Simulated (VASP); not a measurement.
Input of a VASP 6.6.1 run:

INCAR

```
SYSTEM = CaB15N16
PREC = Accurate ; ENCUT = 520
EDIFF = 1E-6 ; ISMEAR = 0
SIGMA = 0.01 ; LREAL = Auto
LASPH = .TRUE. ; NELM = 150
ALGO = Normal ; ISIF = 2
LWAVE = .FALSE. ; LCHARG = .TRUE.
ISPIN = 2 ; MAGMOM = 0 0 0 0 0 0 0.01 0 0 0 0 0 0.01 0 0.01 0.11 0.28 0.06 0.06 0.01 0.04 0.28 0.01 0.01 0.01 0.27 0.06 0.06 0.04 0.06 0.04 0.06
LORBIT = 11 ; NUPDOWN = 2.0
GGA = PE ; LELF = .TRUE.
LVHAR = .TRUE. ; NBANDS = 94
NELECT = 134.0
```

KPOINTS

```
Automatic mesh
0
Gamma
  1 1 1
  0.25 0.25 0.25
```

File POSCAR:

```
CaB15N16
1.0
   -3.6241103844      3.6241103844     -3.6241103844
    3.6241103844      3.6241103844      3.6241103844
    3.6241103844     -3.6241103844     -3.6241103844
B Ca N
15 1 16
Direct
   -0.0102960518     -0.0074609297     -0.0111428991
    0.0008151515      0.2545018728      0.7636046656
    0.0074785685      0.5109555873      0.5016168764
   -0.0108451557      0.7366519646      0.2390861860
    0.2516739063     -0.0008229596      0.7641540503
    0.2516760622      0.5109571760      0.2574419472
    0.2516158035      0.7522437971      0.0039403285
    0.5141373830     -0.0007119151      0.5016056928
    0.5135977810      0.2545208164      0.2509098762
    0.5024699464      0.5053114173      0.0143977573
    0.4958478815      0.7551243561      0.7457886808
    0.7388540772     -0.0074740006      0.2396283576
    0.7492660027      0.2499216798     -0.0007267641
    0.7642963121      0.5052174802      0.7523031125
    0.7540138147      0.7523241911      0.5016205902
    0.2512867184      0.2187507285      0.5016924366
   -0.0719937696     -0.0682741762      0.1779518971
   -0.0032779739      0.2515332036      0.0086972252
    0.0135821371      0.5064184991      0.7565093704
   -0.0005297297      0.7577118072      0.5016291601
    0.2516417642     -0.0013065245      0.0106294545
    0.2516621861      0.2553864889      0.8253563537
    0.2516767014      0.5424719895      0.5016220987
    0.2516301388      0.7576880077      0.2493841397
    0.5038363639      0.0099026916      0.7538353707
    0.5749155462      0.2554055415      0.5015975896
    0.5065845153      0.5064799042      0.2635923489
    0.4896605628      0.7444642140     -0.0054534343
    0.7606440435     -0.0012434320      0.5016206312
    0.7586937098      0.2515289920      0.2467271980
    0.7426291358      0.4896958322     -0.0073975940
    0.7446073432      0.7445108216      0.7396566764
```

Potentials or basis: VASP PAW PBE potentials, release 64 (B, Ca_sv, N).

Launch:

```sh
$ cat potpaw_PBE.64/B/POTCAR potpaw_PBE.64/Ca_sv/POTCAR potpaw_PBE.64/N/POTCAR > POTCAR
$ mpirun -np 1 vasp_std > vasp.out
```

Problem. Estimate the largest force.

Solution. 0.104 eV/Å.

Forces in eV/Å, atoms in the order of the input:
```
B   -0.008  0.020  0.001
B    0.002 -0.007  0.021
B    0.010 -0.029  0.010
B   -0.006 -0.008 -0.013
B   -0.013 -0.011 -0.010
B   -0.025  0.007  0.009
B    0.003 -0.001 -0.001
B   -0.009 -0.022 -0.010
B   -0.010  0.001  0.030
B    0.001  0.019 -0.008
B    0.010  0.009 -0.026
B    0.022 -0.009  0.001
B   -0.001 -0.002 -0.003
B    0.031  0.002 -0.011
B   -0.001 -0.001 -0.002
Ca   0.003  0.018  0.007
N   -0.051 -0.053  0.054
N    0.001  0.008 -0.009
N   -0.010 -0.001  0.009
N   -0.005  0.012 -0.002
N    0.012  0.003  0.001
N    0.053 -0.050 -0.048
N    0.040  0.046  0.044
N    0.014 -0.007 -0.009
N   -0.008 -0.003  0.014
N   -0.059  0.060 -0.061
N    0.002 -0.010  0.005
N   -0.011  0.007  0.001
N    0.001  0.011  0.001
N    0.008  0.000 -0.007
N    0.000  0.001  0.012
N    0.004 -0.009  0.002
```

Caveat: the k points lie up to 1.23 Å⁻¹ apart, too coarse for converged energies, forces and pressures; the cell carries a net charge on a neutralising background, which shifts energy and pressure; the total moment is fixed, so each spin has its own Fermi level and the state may be an excited one.
